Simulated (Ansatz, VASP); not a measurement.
# Two plane-wave programs on K3Cd2Os

Contents of INCAR:

```
SYSTEM = K3Cd2Os
PREC = Accurate ; ENCUT = 600
EDIFF = 1E-6 ; ISMEAR = 0
SIGMA = 0.1 ; LREAL = .False.
LASPH = .True. ; NELM = 100
ALGO = Fast ; ISIF = 3
LWAVE = .False. ; LCHARG = .False.
GGA = PE ; IBRION = 2
NSW = 90 ; EDIFFG = -0.04
```

Contents of KPOINTS:

```
regular mesh
0
Gamma
  4 4 2
  0 0 0
```

File POSCAR:

```
K3Cd2Os
1.0
    4.3990530400      0.0000000000      0.0000000000
    0.0000000000      4.3990530400      0.0000000000
    0.0000000000      0.0000000000      9.5477970800
K Cd Os
3 2 1
Direct
    0.5000000000      0.5000000000      0.7271514400
    0.5000000000      0.5000000000      0.4234921400
    0.0000000000      0.0000000000      0.0890026100
    0.0000000000      0.5000000000      0.7832693700
    0.5000000000      0.0000000000      0.7832693700
    0.5000000000      0.5000000000      0.1437536100
```

Input for Ansatz:

```yaml
crystal:
  lattice:
    - [4.39905304, 0.0, 0.0]
    - [0.0, 4.39905304, 0.0]
    - [0.0, 0.0, 9.54779708]
  atoms:
    - { symbol: K, position: [0.5, 0.5, 0.72715144] }
    - { symbol: K, position: [0.5, 0.5, 0.42349214] }
    - { symbol: K, position: [0.0, 0.0, 0.08900261] }
    - { symbol: Cd, position: [0.0, 0.5, 0.78326937] }
    - { symbol: Cd, position: [0.5, 0.0, 0.78326937] }
    - { symbol: Os, position: [0.5, 0.5, 0.14375361] }
basis:
  ecutwfc: 420
kpoints:
  mp_grid: { grid: [4, 4, 2] }
hamiltonian:
  xc: pbe
scf:
  occupations: { method: gaussian, width: 0.1 }
  lower_state_search: "off"
output:
  forces: true
  stress: true
  eigenvalues: true
relax:
  adjacent_minimum: "off"
  f_tol: 0.04
  max_steps: 70
  cell: { stress_tol: 0.4 }
```

Alike in both runs: task relaxation of cell and atoms; functional PBE; k mesh 4 × 4 × 2; occupations gaussian, width 0.1 eV; no spin polarisation.

|  | VASP | Ansatz |
| --- | --- | --- |
| version | VASP 6.6.1 | Ansatz 0.2.0 |
| potentials or method | VASP PAW PBE potentials, release 64 (K_sv, Cd, Os), cutoff 600 eV | scalar-relativistic, plane waves, PAW |
| valence electrons in the cell | 59 | 83 |

```tsv
	VASP	Ansatz	Ansatz less VASP
gap on the k mesh at the Fermi level, each at its own relaxed structure (eV)	none	none	-
relaxed volume (Å³/atom)	47.73	47.62	-0.117
relaxed length of the cell vector where the two differ most in proportion (Å)	11.313	11.281	-0.0320
```

A gap of «none» marks a metal or a gap that the smearing closes. VASP's potentials hold 59 valence electrons a cell and Ansatz's 83, so a difference there can come from the potentials and not from the codes.

Neither program's run includes spin-orbit coupling. Noted on VASP's run: the volume moved by over 15 % at a fixed basis, so the end points are rough.
